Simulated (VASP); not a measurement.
Input of a VASP 6.6.1 run:

The input INCAR:

```
SYSTEM = Cd8Se7
PREC = Accurate ; ENCUT = 520
EDIFF = 1E-6 ; ISMEAR = 0
SIGMA = 0.05 ; LREAL = Auto
LASPH = .TRUE. ; NELM = 60
ALGO = Normal ; ISIF = 2
LWAVE = .FALSE. ; LCHARG = .TRUE.
GGA = PS ; LELF = .TRUE.
LVHAR = .TRUE. ; NBANDS = 82
```

File KPOINTS:

```
Automatic mesh
0
G
  4 4 4
  0 0 0
```

POSCAR

```
Cd8Se7
1.0
   -6.0826191937      6.0826191937      0.0000000000
    0.0000000000      6.0826191937     -6.0826191937
   -6.0826191937      0.0000000000     -6.0826191937
Cd Se
8 7
Direct
    0.0270370349     -0.0090123450      0.4909876550
    0.0005711938      0.5005711938      0.4982864185
    0.0005711938     -0.0017135815      0.0005711938
    0.0005711938      0.5005711938      0.0005711938
    0.4909876550     -0.0090123450      0.4909876550
    0.4909876550      0.5270370349      0.4909876550
    0.4909876550     -0.0090123450      0.0270370349
    0.4982864185      0.5005711938      0.0005711938
    0.3768724170      0.3731275830      0.3768724170
    0.3768724170      0.8768724170      0.8731275830
    0.3768724170      0.3731275830      0.8731275830
    0.8731275830      0.8768724170      0.3768724170
    0.8731275830      0.3731275830      0.3768724170
    0.8731275830      0.8768724170      0.8731275830
    0.8750000000      0.3750000000      0.8750000000
```

Potentials or basis: VASP PAW PBE potentials, release 64 (Cd, Se).

Command:

```bash
$ cat potpaw_PBE.64/Cd/POTCAR potpaw_PBE.64/Se/POTCAR > POTCAR
$ mpirun -np 1 vasp_std > vasp.out
```

**Question.** Estimate the pressure.

**Answer.** -1.7 GPa.

**Question.** Predict the band gap on the k mesh.

**Answer.** 0.26 eV.

Forces in eV/Å, atoms in the order of the input:
```
Cd  -0.016  0.016  0.016
Cd  -0.001 -0.001 -0.001
Cd   0.001  0.001 -0.001
Cd   0.001 -0.001  0.001
Cd   0.016 -0.016  0.016
Cd   0.016  0.016 -0.016
Cd  -0.016 -0.016 -0.016
Cd  -0.001  0.001  0.001
Se  -0.016  0.000  0.000
Se   0.000  0.016  0.000
Se   0.000  0.000  0.016
Se   0.000  0.000 -0.016
Se   0.000 -0.016  0.000
Se   0.016  0.000  0.000
Se   0.000  0.000  0.000
```

Caveat: the PAW data sets were made with another functional, which shifts forces and pressure a little.
